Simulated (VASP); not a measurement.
# PtSe2 (Sudovikovite) (P-3m1) in VASP: further runs

PtSe2 (Sudovikovite) is run at these levels: PBEsol; tasks: single point, relaxation of cell and atoms.

All numbers are computed with VASP 6.6.1; they aren't measurements. Logs are shortened: lines on timing, memory, paths and dates and some standing lists are left out, and cuts for length are marked.

### 1 The cell of the first run

It takes space group P-3m1 (No. 164, trigonal). Conventional cell: a = 3.760 Å, b = 3.760 Å, c = 4.863 Å, α = 90.00°, β = 90.00°, γ = 120.00°. Pt (site symmetry -3m) has 6 Se at 2.51 Å within 3.3 Å. Within 3.3 Å of Se (site symmetry 3m) lie 3 Pt at 2.51 Å and 3 Se at 3.18 Å.

### 2 Single point, PBEsol

INCAR

```
SYSTEM = PtSe2
ALGO = Normal
EDIFF = 1E-7
ENCUT = 520
GGA = PS
ISIF = 2
ISMEAR = 0
LASPH = .True.
LCHARG = .False.
LREAL = .False.
LWAVE = .False.
NBANDS = 18
NELM = 100
PREC = Accurate
SIGMA = 0.1
```

KPOINTS

```
k-points
0
Gamma
  15 15 8
  0 0 0
```

POSCAR

```
PtSe2
1.0
    3.7603065707      0.0000000000      0.0000000000
   -1.8801532853      3.2565210162      0.0000000000
    0.0000000000      0.0000000000      4.8632388253
Pt Se
1 2
Direct
    0.0000000000      0.0000000000      0.0000000000
    0.3333333333      0.6666666667      0.2607784608
    0.6666666667      0.3333333333      0.7392215392
```

Potentials or basis: VASP PAW PBE potentials, release 64 (Pt, Se).

Command:

```bash
$ cat potpaw_PBE.64/Pt/POTCAR potpaw_PBE.64/Se/POTCAR > POTCAR
$ mpirun -np 1 vasp_std > vasp.out
```

OUTCAR:

```text
SYSTEM = PtSe2
   EDIFF = 1E-7
   ENCUT = 520
   GGA = PS
   ISIF = 2
   ISMEAR = 0
   LASPH = .True.
   LREAL = .False.
   NELM = 100
   PREC = Accurate

 ion  position               nearest neighbor table
   1  0.000  0.000  0.000-   2 2.51   3 2.51   2 2.51   3 2.51   3 2.51   2 2.51
   2  0.333  0.667  0.261-   1 2.51   1 2.51   1 2.51
   3  0.667  0.333  0.739-   1 2.51   1 2.51   1 2.51

  LATTYP: Found a hexagonal cell.
 ALAT       =     3.7603065707
 C/A-ratio  =     1.2933091315

  Lattice vectors:

 A1 = (   3.7603065707,   0.0000000000,   0.0000000000)
 A2 = (  -1.8801532853,   3.2565210162,   0.0000000000)
 A3 = (   0.0000000000,   0.0000000000,   4.8632388253)

Analysis of symmetry for initial positions (statically):
=====================================================================
 Subroutine PRICEL returns:
 Original cell was already a primitive cell.

 Routine SETGRP: Setting up the symmetry group for a
 hexagonal supercell.

 Subroutine GETGRP returns: Found 12 space group operations
 (whereof 12 operations were pure point group operations)
 out of a pool of 24 trial point group operations.

The static configuration has the point symmetry D_3d.

Analysis of symmetry for dynamics (positions and initial velocities):
=====================================================================
 Subroutine PRICEL returns:
 Original cell was already a primitive cell.

 Routine SETGRP: Setting up the symmetry group for a
 hexagonal supercell.

 Subroutine GETGRP returns: Found 12 space group operations
 (whereof 12 operations were pure point group operations)
 out of a pool of 24 trial point group operations.

The dynamic configuration has the point symmetry D_3d.

 Subroutine INISYM returns: Found 12 space group operations
 (whereof 12 operations are pure point group operations),
 and found     1 'primitive' translations

----------------------------------------------------------------------------------------

                                     Primitive cell

  volume of cell :      59.5529

  direct lattice vectors                    reciprocal lattice vectors
     3.760306571  0.000000000  0.000000000     0.265935764  0.153538085  0.000000000
    -1.880153285  3.256521016  0.000000000     0.000000000  0.307076170  0.000000000
     0.000000000  0.000000000  4.863238825     0.000000000  0.000000000  0.205624284

  length of vectors
     3.760306571  3.760306571  4.863238825     0.307076170  0.307076170  0.205624284

  position of ions in fractional coordinates (direct lattice)
     0.000000000  0.000000000  0.000000000
     0.333333333  0.666666667  0.260778461
     0.666666667  0.333333333  0.739221539

  ion indices of the primitive-cell ions
   primitive index   ion index
                 1           1
                 2           2
                 3           3

----------------------------------------------------------------------------------------

 KPOINTS: k-points

Automatic generation of k-mesh.
 Grid dimensions read from file:
 generate k-points for:   15   15    8

 Generating k-lattice:

  Cartesian coordinates                     Fractional coordinates (reciprocal lattice)
     0.017729051  0.010235872  0.000000000     0.066666667 -0.000000000  0.000000000
     0.000000000  0.020471745  0.000000000     0.000000000  0.066666667  0.000000000
     0.000000000  0.000000000  0.025703035     0.000000000  0.000000000  0.125000000

  Length of vectors
     0.020471745  0.020471745  0.025703035

  Shift w.r.t. Gamma in fractional coordinates (k-lattice)
     0.000000000  0.000000000  0.000000000

 Subroutine IBZKPT returns following result:
 ===========================================

 Found    192 irreducible k-points:

 Following reciprocal coordinates:
            Coordinates               Weight
  0.000000  0.000000  0.000000      1.000000
  0.066667  0.000000  0.000000      6.000000
  0.133333 -0.000000  0.000000      6.000000
  0.200000 -0.000000  0.000000      6.000000
  0.266667 -0.000000  0.000000      6.000000
  0.333333  0.000000  0.000000      6.000000
[... 16 lines left out ...]
  0.333333  0.200000  0.000000     12.000000
  0.400000  0.200000  0.000000      6.000000
 [... further k-points ...]
   k-points           NKPTS =    192   k-points in BZ     NKDIM =    192   number of bands    NBANDS=     18
   number of dos      NEDOS =    301   number of ions     NIONS =      3
   total plane-waves  NPLWV =  28224
   dimension x,y,z NGX =    28 NGY =   28 NGZ =   36
   dimension x,y,z NGXF=    56 NGYF=   56 NGZF=   72
   ions per type =               1   2
   NGX,Y,Z   is equivalent  to a cutoff of  12.38, 12.38, 12.31 a.u.
   NGXF,Y,Z  is equivalent  to a cutoff of  24.76, 24.76, 24.61 a.u.
 SYSTEM =  PtSe2
   PREC   = accura    normal or accurate (medium, high low for compatibility)
   ISTART =      0    job   : 0-new  1-cont  2-samecut
   ICHARG =      2    charge: 1-file 2-atom 10-const
   ISPIN  =      1    spin polarized calculation?
   LNONCOLLINEAR =      F non collinear calculations
   LSORBIT =      F    spin-orbit coupling
   LASPH  =      T    aspherical Exc in radial PAW
   ENCUT  =  520.0 eV  38.22 Ry    6.18 a.u.   6.99  6.99  9.04*2*pi/ulx,y,z
   NELM   =    100;   NELMIN=  2; NELMDL= -5     # of ELM steps
   EDIFF  = 0.1E-06   stopping-criterion for ELM
   LREAL  =      F    real-space projection
   EDIFFG = 0.1E-05   stopping-criterion for IOM
   NSW    =      0    number of steps for IOM
   IBRION =     -1    ionic relax: 0-MD 1-quasi-New 2-CG
   NFREE  =      0    steps in history (QN), initial steepest desc. (CG)
   ISIF   =      2    stress and relaxation
   ISYM   =      2    0-nonsym 1-usesym 2-fastsym
   POTIM  = 0.5000    time-step for ionic-motion
   TEBEG  =    0.0;   TEEND  =   0.0 temperature during run
   PSTRESS=    0.0 pullay stress
   NELECT =      22.0000    total number of electrons
   NUPDOWN=      -1.0000    fix difference up-down
   EMIN   =  10.00;   EMAX   =-10.00  energy-range for DOS
   EFERMI =   0.00;   METHOD = LEGACY
   ISMEAR =     0;   SIGMA  =   0.10  broadening in eV -4-tet -1-fermi 0-gaus
   EFERMI_NEDOS =   21; number of points for ismear=-14 and -15
   IALGO  =     38    algorithm
   IMIX   =      4    mixing-type and parameters
     AMIX     =   0.40;   BMIX     =  1.00
     AMIX_MAG =   1.60;   BMIX_MAG =  1.00
  volume/ion in A,a.u.               =      19.85       133.96
  Fermi-wavevector in a.u.,A,eV,Ry     =   1.174667  2.219799 18.773902  1.379843
  Thomas-Fermi vector in A             =   2.311060
   LORBIT       =      0    0 simple, 1 ext, 2 COOP (PROOUT), +10 PAW based schemes
   GGA     = PS    functional components
   LHFCALC =     F    Hartree Fock is set to
   AEXX    =    0.0000 exact exchange contribution
   IVDW    =     0    specifies the selected vdW correction
   LEPSILON=     F    determine dielectric tensor
   LRPA    =     F    only Hartree local field effects (RPA)
 non-spin polarized calculation
 Gauss-broadening in eV      SIGMA  =   0.10
  energy-cutoff  :      520.00
  volume of cell :       59.55
 maximum number of plane-waves:      1622
   NGX = 13   NGY = 13   NGZ = 19

 number of electron      21.9999997 magnetization

 Free energy of the ion-electron system (eV)
  ---------------------------------------------------
  ext. energy  EPLUGINS =         0.00000000
  ---------------------------------------------------
  free energy    TOTEN  =       -15.90790632 eV

  energy without entropy =      -15.90445377  energy(sigma->0) =      -15.90618004

 E-fermi :   6.5544     XC(G=0): -10.9599

 val. band max:        6.5528176920   @ k =  -0.2000  -0.4667   0.1250
 cond. band min:       6.5738028525   @ k =   0.3333   0.2667   0.0000
 fundamental gap:      0.0209851604
 Fermi energy:         6.5543512556

 k-point     1 :       0.0000    0.0000    0.0000
  band No.  band energies     occupation
      1      -9.1523      2.00000
      2      -6.0755      2.00000
      3      -0.6160      2.00000
      4       0.2180      2.00000
      5       0.2180      2.00000
      6       2.7035      2.00000
[... 10 lines left out ...]
     17      13.7642      0.00000
     18      18.2169      0.00000

 k-point     2 :       0.0667    0.0000    0.0000
  band No.  band energies     occupation
      1      -9.1033      2.00000
      2      -6.1036      2.00000
      3      -0.5555      2.00000
      4       0.2503      2.00000
      5       0.2637      2.00000
      6       2.6390      2.00000
[... 10 lines left out ...]
     17      13.9189      0.00000
     18      17.3848      0.00000

 k-point     3 :       0.1333   -0.0000    0.0000
  band No.  band energies     occupation
      1      -8.9591      2.00000
      2      -6.1836      2.00000
      3      -0.3790      2.00000
      4       0.3430      2.00000
      5       0.3967      2.00000
      6       2.4064      2.00000
[... 10 lines left out ...]
     17      14.3325      0.00000
     18      16.1442      0.00000

 k-point     4 :       0.2000   -0.0000    0.0000
  band No.  band energies     occupation
      1      -8.7287      2.00000
      2      -6.3047      2.00000
      3      -0.1047      2.00000
      4       0.4834      2.00000
      5       0.6022      2.00000
      6       1.9183      2.00000
[... 375 lines left out ...]
      4       0.6234      2.00000
      5       0.9778      2.00000
      6       1.4327      2.00000
[... 10 lines left out ...]
     17      15.1226      0.00000
     18      15.9278      0.00000

 k-point    23 :       0.3333    0.2000    0.0000
  band No.  band energies     occupation
      1      -7.4173      2.00000
      2      -6.9230      2.00000
      3      -0.3406      2.00000
      4       0.6279      2.00000
      5       1.0448      2.00000
      6       1.6233      2.00000
[... 10 lines left out ...]
     17      15.3735      0.00000
     18      16.3364      0.00000

 k-point    24 :       0.4000    0.2000    0.0000
  band No.  band energies     occupation
      1      -7.2456      2.00000
      2      -7.0428      2.00000
      3      -0.4840      2.00000
      4       0.6226      2.00000
      5       1.0711      2.00000
      6       1.6696      2.00000
[... 10 lines left out ...]
     17      15.5658      0.00000
     18      16.7889      0.00000

 [... further k-points ...]
[... 5 lines left out ...]
  --------------------------------------------------------------------------------------
  -------------------------------------------------------------------------------------
  Total        0.0255487      0.0255487      0.0156750      0.0000000     -0.0000000      0.0000000
  in kB        0.6873493      0.6873493      0.4217128      0.0000000     -0.0000000      0.0000000
  external PRESSURE =       0.5988038 kB  Pullay stress =       0.0000000 kB

 VOLUME and BASIS-vectors are now :
 -----------------------------------------------------------------------------
  energy-cutoff  :      520.00
  volume of cell :       59.55
      direct lattice vectors                 reciprocal lattice vectors
     3.760306571  0.000000000  0.000000000     0.265935764  0.153538085  0.000000000
    -1.880153285  3.256521016  0.000000000     0.000000000  0.307076170  0.000000000
     0.000000000  0.000000000  4.863238825     0.000000000  0.000000000  0.205624284

 POSITION                                       TOTAL-FORCE (eV/Angst)
 -----------------------------------------------------------------------------------
      0.00000      0.00000      0.00000        -0.000000      0.000000     -0.000000
     -0.00000      2.17101      1.26823         0.000000      0.000000      0.015266
      1.88015      1.08551      3.59501        -0.000000      0.000000     -0.015266
 -----------------------------------------------------------------------------------
    total drift:                               -0.000000      0.000000     -0.000000

  FREE ENERGIE OF THE ION-ELECTRON SYSTEM (eV)
  ---------------------------------------------------
  free  energy   TOTEN  =       -15.9079063177 eV

  energy  without entropy=      -15.9044537705  energy(sigma->0) =      -15.90618004
```

Run time: 60 s. Hardware: 1 thread of Intel Xeon 6975P-C (Granite Rapids), shared host; peak memory 0.33 GiB.

What came out:

* Free energy: -15.9079 eV
* Pressure: 0.1 GPa
* Largest force: 0.015 eV/Å
* Band gap on the k mesh: zero (band 11 reaches 7.30 eV, above the bottom of band 12 at 6.48 eV)

Forces on the atoms (eV/Å):
```
Pt   0.000  0.000  0.000
Se   0.000  0.000  0.015
Se   0.000  0.000 -0.015
```

Levels at points of the mesh, in eV from the Fermi level:
| k point | band 8 | band 9 | band 10 | band 11 | band 12 | band 13 | band 14 | band 15 |
| --- | --- | --- | --- | --- | --- | --- | --- | --- |
| (0.00, 0.00, 0.00) | -2.47 | -1.01 | -1.01 | 0.75 | 1.20 | 1.20 | 3.28 | 4.07 |
| (0.00, 0.00, 0.50) | -2.93 | -1.67 | -1.64 | -1.64 | 2.36 | 2.36 | 4.87 | 6.44 |

Caveat: the PAW data sets were made with another functional, which shifts forces and pressure a little; spin-orbit coupling is left out, which moves the levels of the heavy elements.

(Continued in part 2 of 2.)
